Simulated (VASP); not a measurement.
**SnTe: single point with HSE06**

SnTe:

```
Sn Te
1.0
     0.00000    3.58398    3.58398
     3.58398    0.00000    3.58398
     3.58398    3.58398    0.00000
Sn Te
1 1
Direct
  0.00000 0.00000 0.00000
  0.25000 0.25000 0.25000
```

- Program: VASP 6.6.1
- Task: single point
- Functional: HSE06
- Potentials or basis: VASP PAW PBE potentials, release 64 (Sn_d, Te)
- Cutoff: 400 eV
- k mesh: 4 × 4 × 4
- Occupations: fermi-dirac, width 0.02 eV
- Spin: non-collinear spin, zero start, spin-orbit coupling
- Starting moments: [[0.0, 0.0, 0.0], [0.0, 0.0, 0.0]] μB
- Dipole correction: no
- Grid for exact exchange (PRECFOCK): Normal
- Further INCAR settings: ALGO = Normal; EDIFF = 1e-06; NBANDS = 32
- Share of exact exchange: 0.25
- Screening parameter: 0.2079 1/Å

The pressure is -0.5 GPa, the net moment is 0.00 μB per cell and the valence electrons inside the program's atomic spheres are Sn 12.09; Te 3.46.

Moments on the atoms (μB; x, y, z):
```
Sn  0.00 0.00 0.00
Te  0.00 0.00 0.00
```

Wall time 25 min on 4 MPI ranks on AMD EPYC 7R43 64-Core Processor (Zen 3) (shared host), peak memory 0.49 GiB a rank.

Caveat: the k points lie up to 0.38 Å⁻¹ apart; the PAW data sets were made with another functional, which shifts forces and pressure a little.
